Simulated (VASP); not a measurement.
A run of VASP 6.6.1 is set up as follows.

INCAR

```
  ALGO = Normal
  EDIFF = 1E-6
  ENCUT = 520
  GGA = PE
  ISIF = 2
  ISMEAR = 0
  LASPH = T
  LCHARG = F
  LREAL = F
  LWAVE = F
  NBANDS = 25
  NELM = 60
  PREC = Accurate
  SIGMA = 0.1
```

The input KPOINTS:

```
k-points
0
Gamma
  12 12 12
```

File POSCAR:

```
SiNi3
1.0
    3.6194502635      0.0000000000      0.0000000000
    0.0000000000      3.6194502635      0.0000000000
    0.0000000000      0.0000000000      3.6194502635
Si Ni
1 3
Direct
    0.0000000000      0.0000000000      0.0000000000
    0.0000000000      0.5000000000      0.5000000000
    0.5000000000      0.0000000000      0.5000000000
    0.5000000000      0.5000000000      0.0000000000
```

Potentials or basis: VASP PAW PBE potentials, release 64 (Si, Ni).

Launch:

```console
$ cat potpaw_PBE.64/Si/POTCAR potpaw_PBE.64/Ni/POTCAR > POTCAR
$ mpirun -np 1 vasp_std > vasp.out
```

Problem. What does it give for the band gap on the k mesh?

Solution. Zero (band 17 reaches 9.31 eV, above the bottom of band 18 at 9.10 eV).

Problem. Predict the pressure.

Solution. -16.0 GPa.

 Spin polarisation is off, so any magnetic state and its effect on volume and gap are missing.
